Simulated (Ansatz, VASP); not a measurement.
**Be2SbP3: VASP beside Ansatz**

```xyz
6
Lattice="5.0875 0.0000 0.0000 0.0000 5.0875 0.0000 0.0000 0.0000 4.8691" Properties=species:S:1:pos:R:3 pbc="T T T"
Be    0.0000    2.5437    0.0000
Be    2.5437    0.0000    0.0000
Sb    2.5437    2.5437    2.4345
P     0.0000    2.5437    2.4345
P     2.5437    0.0000    2.4345
P     2.5437    2.5437    0.0000
```

Alike in both runs: functional PBE; k mesh 8 × 8 × 8; occupations gaussian, width 0.1 eV; no spin polarisation.

Ansatz relaxed the structure, and its values are those at the end. VASP's run is a single point on that final structure, the one shown.

```csv
,VASP,Ansatz
version,VASP 6.6.1,Ansatz 0.2.0
potentials or method,"VASP PAW PBE potentials, release 64 (Be, Sb, P), cutoff 520 eV","scalar-relativistic, plane waves, PAW"
valence electrons in the cell,24,34
```

|  | VASP | Ansatz | Ansatz less VASP |
| --- | --- | --- | --- |
| gap on the k mesh at the Fermi level (eV) | none | none | - |
| pressure (GPa) | 0.2 | 0.0 | -0.16 |

A gap of «none» marks a metal or a gap that the smearing closes. VASP's potentials hold 24 valence electrons a cell and Ansatz's 34, so a difference there can come from the potentials and not from the codes.

Neither program's run includes spin-orbit coupling.
